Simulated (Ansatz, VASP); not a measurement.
# Nb in VASP and in Ansatz

Contents of INCAR:

```
  PREC = Accurate
  ENCUT = 520
  EDIFF = 1E-6
  ISMEAR = 0
  SIGMA = 0.15
  LREAL = F
  LASPH = T
  NELM = 100
  ALGO = Normal
  ISIF = 2
  LWAVE = F
  LCHARG = F
  GGA = PE
  NBANDS = 12
```

Contents of KPOINTS:

```
Automatic mesh
0
Gamma
  20 20 20
```

File POSCAR:

```
Nb
1.0
   -1.6389907500      1.6389907500      1.6389907500
    1.6389907500     -1.6389907500      1.6389907500
    1.6389907500      1.6389907500     -1.6389907500
Nb
1
Direct
    0.0000000000      0.0000000000      0.0000000000
```

Input for Ansatz:

```yaml
crystal:
  lattice:
    - [-1.63899075, 1.63899075, 1.63899075]
    - [1.63899075, -1.63899075, 1.63899075]
    - [1.63899075, 1.63899075, -1.63899075]
  atoms:
    - { symbol: Nb, position: [0.0, 0.0, 0.0] }
basis:
  ecutwfc: 420
kpoints:
  mp_grid: { grid: [20, 20, 20] }
hamiltonian:
  xc: pbe
scf:
  occupations: { method: gaussian, width: 0.15 }
output:
  forces: true
  stress: true
  eigenvalues: true
```

Change from the starting cell: strain -0.015 along x and y, -0.015 along z, atoms carried along.

Alike in both runs: task single point; functional PBE; k mesh 20 × 20 × 20; occupations gaussian, width 0.15 eV; no spin polarisation.

```csv
,VASP,Ansatz
version,VASP 6.6.1,Ansatz 0.2.0
potentials or method,"VASP PAW PBE potentials, release 64 (Nb_sv), cutoff 520 eV","scalar-relativistic, plane waves, PAW"
valence electrons in the cell,13,13
```

```tsv
	VASP	Ansatz	Ansatz less VASP
gap on the k mesh at the Fermi level (eV)	none	none	-
pressure (GPa)	4.9	5.2	+0.34
```

A gap of «none» marks a metal or a gap that the smearing closes. The functional is the same, so the differences come from potentials, cutoffs and numerics.
